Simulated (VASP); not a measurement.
# Nb (I4/mmm) in VASP: notebook, part 2 of 2

VASP 6.6.1. Earlier steps stand in the parts before.

### 3 Single point, PBEsol (strain +0.0050 x Voigt [0, 0, 1, 0, 0, 0])

INCAR

```
ALGO     = Fast           # electronic algorithm
EDIFF    = 1E-6           # SCF threshold, eV
ENCUT    = 520            # plane-wave cutoff, eV
GGA      = PS             # functional
ISIF     = 2              # what is computed and relaxed
ISMEAR   = 0              # smearing method
LASPH    = T              # aspherical terms in the spheres
LCHARG   = F              # write CHGCAR
LREAL    = F              # projectors in reciprocal space
LWAVE    = F              # write WAVECAR
NBANDS   = 12             # bands
NELM     = 60             # most SCF steps
PREC     = Accurate       # precision mode
SIGMA    = 0.15           # smearing width, eV
```

KPOINTS

```
k-points
0
Gamma
  20 20 20
```

POSCAR

```
Nb
1.0
    0.0000000000      2.1150000000      2.1255750000
    2.1150000000      0.0000000000      2.1255750000
    2.1150000000      2.1150000000      0.0000000000
Nb
1
Direct
    0.0000000000      0.0000000000      0.0000000000
```

Potentials or basis: VASP PAW PBE potentials, release 64 (Nb_sv).

Launch:

```bash
$ cat potpaw_PBE.64/Nb_sv/POTCAR > POTCAR
$ mpirun -np 1 vasp_std > vasp.out
```

OUTCAR:

```text
EDIFF = 1E-6
   ENCUT = 520
   GGA = PS
   ISIF = 2
   ISMEAR = 0
   LASPH = T
   LREAL = F
   NELM = 60
   PREC = Accurate

 ion  position               nearest neighbor table
   1  0.000  0.000  0.000-

  LATTYP: Found a body centered tetragonal cell.
 ALAT       =     2.9910616844
 C/A-ratio  =     1.4212846302

  Lattice vectors:

 A1 = (  -2.1150000000,   0.0000000000,   2.1255750000)
 A2 = (   2.1150000000,   0.0000000000,   2.1255750000)
 A3 = (   0.0000000000,   2.1150000000,  -2.1255750000)

Analysis of symmetry for initial positions (statically):
=====================================================================
 Subroutine PRICEL returns:
 Original cell was already a primitive cell.

 Routine SETGRP: Setting up the symmetry group for a
 body centered tetragonal supercell.

 Subroutine GETGRP returns: Found 16 space group operations
 (whereof 16 operations were pure point group operations)
 out of a pool of 16 trial point group operations.

The static configuration has the point symmetry D_4h.

Analysis of symmetry for dynamics (positions and initial velocities):
=====================================================================
 Subroutine PRICEL returns:
 Original cell was already a primitive cell.

 Routine SETGRP: Setting up the symmetry group for a
 body centered tetragonal supercell.

 Subroutine GETGRP returns: Found 16 space group operations
 (whereof 16 operations were pure point group operations)
 out of a pool of 16 trial point group operations.

The dynamic configuration has the point symmetry D_4h.

 Subroutine INISYM returns: Found 16 space group operations
 (whereof 16 operations are pure point group operations),
 and found     1 'primitive' translations

----------------------------------------------------------------------------------------

                                     Primitive cell

  volume of cell :      19.0164

  direct lattice vectors                    reciprocal lattice vectors
     0.000000000  2.115000000  2.125575000    -0.236406619  0.236406619  0.235230467
     2.115000000  0.000000000  2.125575000     0.236406619 -0.236406619  0.235230467
     2.115000000  2.115000000  0.000000000     0.236406619  0.236406619 -0.235230467

  length of vectors
     2.998548662  2.998548662  2.991061684     0.408790352  0.408790352  0.408790352

  position of ions in fractional coordinates (direct lattice)
     0.000000000  0.000000000  0.000000000

  ion indices of the primitive-cell ions
   primitive index   ion index
                 1           1

----------------------------------------------------------------------------------------

 KPOINTS: k-points

Automatic generation of k-mesh.
 Grid dimensions read from file:
 generate k-points for:   20   20   20

 Generating k-lattice:

  Cartesian coordinates                     Fractional coordinates (reciprocal lattice)
    -0.011820331  0.011820331  0.011761523     0.050000000  0.000000000  0.000000000
     0.011820331 -0.011820331  0.011761523     0.000000000  0.050000000  0.000000000
     0.011820331  0.011820331 -0.011761523     0.000000000  0.000000000  0.050000000

  Length of vectors
     0.020439518  0.020439518  0.020439518

  Shift w.r.t. Gamma in fractional coordinates (k-lattice)
     0.000000000  0.000000000  0.000000000

 Subroutine IBZKPT returns following result:
 ===========================================

 Found    641 irreducible k-points:

 Following reciprocal coordinates:
            Coordinates               Weight
  0.000000  0.000000  0.000000      1.000000
  0.050000  0.000000  0.000000      8.000000
  0.100000  0.000000  0.000000      8.000000
  0.150000  0.000000  0.000000      8.000000
  0.200000  0.000000  0.000000      8.000000
  0.250000 -0.000000  0.000000      8.000000
[... 16 lines left out ...]
 -0.400000  0.050000  0.000000      8.000000
 -0.350000  0.050000  0.000000      8.000000
 [... further k-points ...]
   k-points           NKPTS =    641   k-points in BZ     NKDIM =    641   number of bands    NBANDS=     12
   number of dos      NEDOS =    301   number of ions     NIONS =      1
   total plane-waves  NPLWV =  13824
   dimension x,y,z NGX =    24 NGY =   24 NGZ =   24
   dimension x,y,z NGXF=    48 NGYF=   48 NGZF=   48
   ions per type =               1
   NGX,Y,Z   is equivalent  to a cutoff of  13.31, 13.31, 13.34 a.u.
   NGXF,Y,Z  is equivalent  to a cutoff of  26.61, 26.61, 26.68 a.u.
 SYSTEM =  unknown system
   PREC   = accura    normal or accurate (medium, high low for compatibility)
   ISTART =      0    job   : 0-new  1-cont  2-samecut
   ICHARG =      2    charge: 1-file 2-atom 10-const
   ISPIN  =      1    spin polarized calculation?
   LNONCOLLINEAR =      F non collinear calculations
   LSORBIT =      F    spin-orbit coupling
   LASPH  =      T    aspherical Exc in radial PAW
   ENCUT  =  520.0 eV  38.22 Ry    6.18 a.u.   5.58  5.58  5.56*2*pi/ulx,y,z
   NELM   =     60;   NELMIN=  2; NELMDL= -5     # of ELM steps
   EDIFF  = 0.1E-05   stopping-criterion for ELM
   LREAL  =      F    real-space projection
   EDIFFG = 0.1E-04   stopping-criterion for IOM
   NSW    =      0    number of steps for IOM
   IBRION =     -1    ionic relax: 0-MD 1-quasi-New 2-CG
   NFREE  =      0    steps in history (QN), initial steepest desc. (CG)
   ISIF   =      2    stress and relaxation
   ISYM   =      2    0-nonsym 1-usesym 2-fastsym
   POTIM  = 0.5000    time-step for ionic-motion
   TEBEG  =    0.0;   TEEND  =   0.0 temperature during run
   PSTRESS=    0.0 pullay stress
   NELECT =      13.0000    total number of electrons
   NUPDOWN=      -1.0000    fix difference up-down
   EMIN   =  10.00;   EMAX   =-10.00  energy-range for DOS
   EFERMI =   0.00;   METHOD = LEGACY
   ISMEAR =     0;   SIGMA  =   0.15  broadening in eV -4-tet -1-fermi 0-gaus
   EFERMI_NEDOS =   21; number of points for ismear=-14 and -15
   IALGO  =     68    algorithm
   IMIX   =      4    mixing-type and parameters
     AMIX     =   0.40;   BMIX     =  1.00
     AMIX_MAG =   1.60;   BMIX_MAG =  1.00
  volume/ion in A,a.u.               =      19.02       128.33
  Fermi-wavevector in a.u.,A,eV,Ry     =   1.442160  2.725288 28.297758  2.079827
  Thomas-Fermi vector in A             =   2.560712
   LORBIT       =      0    0 simple, 1 ext, 2 COOP (PROOUT), +10 PAW based schemes
   GGA     = PS    functional components
   LHFCALC =     F    Hartree Fock is set to
   AEXX    =    0.0000 exact exchange contribution
   IVDW    =     0    specifies the selected vdW correction
   LEPSILON=     F    determine dielectric tensor
   LRPA    =     F    only Hartree local field effects (RPA)
 non-spin polarized calculation
 RMM-DIIS sequential band-by-band and
 Gauss-broadening in eV      SIGMA  =   0.15
  energy-cutoff  :      520.00
  volume of cell :       19.02
 maximum number of plane-waves:       532
   NGX = 11   NGY = 11   NGZ = 11

 number of electron      13.0000001 magnetization

 Free energy of the ion-electron system (eV)
  ---------------------------------------------------
  ext. energy  EPLUGINS =         0.00000000
  ---------------------------------------------------
  free energy    TOTEN  =       -10.59146578 eV

  energy without entropy =      -10.57417938  energy(sigma->0) =      -10.58282258

 E-fermi :  10.6554     XC(G=0): -12.3529

 val. band max:       10.6550304150   @ k =  -0.4500   0.4000   0.1500
 cond. band min:      10.6560499392   @ k =   0.0500   0.0000   0.0500
 fundamental gap:      0.0010195242
 Fermi energy:        10.6553703821

 k-point     1 :       0.0000    0.0000    0.0000
  band No.  band energies     occupation
      1     -44.0574      2.00000
      2     -19.4882      2.00000
      3     -19.4879      2.00000
      4     -19.4879      2.00000
      5       4.4322      2.00000
      6      10.7251      0.51067
      7      10.7826      0.23027
      8      10.7826      0.23027
      9      13.2694      0.00000
     10      13.3457      0.00000
     11      22.4685      0.00000
     12      27.0638      0.00000
[... 331 lines left out ...]
 k-point    24 :      -0.3500    0.0500    0.0000
  band No.  band energies     occupation
      1     -43.9013      2.00000
      2     -20.4523      2.00000
      3     -19.6478      2.00000
      4     -19.6025      2.00000
      5       6.9162      2.00000
      6      10.6493      1.04574
      7      10.7490      0.37746
      8      10.8658      0.04723
      9      14.1694      0.00000
     10      14.8945      0.00000
     11      21.6354      0.00000
     12      24.0995      0.00000

 [... further k-points ...]
[... 5 lines left out ...]
  --------------------------------------------------------------------------------------
  -------------------------------------------------------------------------------------
  Total       -0.9943875     -0.9943875     -0.8370818      0.0000000      0.0000000      0.0000000
  in kB      -83.7797501    -83.7797501    -70.5263340      0.0000000      0.0000000      0.0000000
  external PRESSURE =     -79.3619447 kB  Pullay stress =       0.0000000 kB

 VOLUME and BASIS-vectors are now :
 -----------------------------------------------------------------------------
  energy-cutoff  :      520.00
  volume of cell :       19.02
      direct lattice vectors                 reciprocal lattice vectors
     0.000000000  2.115000000  2.125575000    -0.236406619  0.236406619  0.235230467
     2.115000000  0.000000000  2.125575000     0.236406619 -0.236406619  0.235230467
     2.115000000  2.115000000  0.000000000     0.236406619  0.236406619 -0.235230467

 POSITION                                       TOTAL-FORCE (eV/Angst)
 -----------------------------------------------------------------------------------
      0.00000      0.00000      0.00000        -0.000000      0.000000      0.000000
 -----------------------------------------------------------------------------------
    total drift:                                0.000000      0.000000      0.000000

  FREE ENERGIE OF THE ION-ELECTRON SYSTEM (eV)
  ---------------------------------------------------
  free  energy   TOTEN  =       -10.5914657796 eV

  energy  without entropy=      -10.5741793809  energy(sigma->0) =      -10.58282258
```

Run time: 1.9 min. Hardware: 1 thread of Intel Xeon Platinum 8488C (Sapphire Rapids), shared host; peak memory 0.26 GiB.

Results:

| Item | Value |
| --- | --- |
| Free energy | -10.5915 eV |
| Pressure | -7.9 GPa |

Levels at points of the mesh, in eV from the Fermi level:
| k point | band 2 | band 3 | band 4 | band 5 | band 6 | band 7 | band 8 | band 9 | band 10 | band 11 |
| --- | --- | --- | --- | --- | --- | --- | --- | --- | --- | --- |
| (0.00, 0.00, 0.00) | -30.14 | -30.14 | -30.14 | -6.22 | 0.07 | 0.13 | 0.13 | 2.61 | 2.69 | 11.81 |
| (0.50, 0.00, 0.00) | -31.29 | -30.30 | -30.29 | -3.80 | -0.11 | -0.05 | 1.32 | 4.58 | 4.62 | 10.26 |
| (0.50, 0.50, 0.00) | -31.22 | -30.55 | -30.55 | -4.00 | -3.25 | 3.44 | 4.57 | 5.16 | 5.16 | 11.16 |
| (0.50, 0.00, 0.50) | -31.22 | -30.56 | -30.55 | -4.00 | -3.26 | 3.52 | 4.57 | 5.13 | 5.19 | 11.06 |

Caveat: the cell differs from its parent crystal (strain +0.0050 x Voigt [0, 0, 1, 0, 0, 0]); the PAW data sets were made with another functional, which shifts forces and pressure a little.
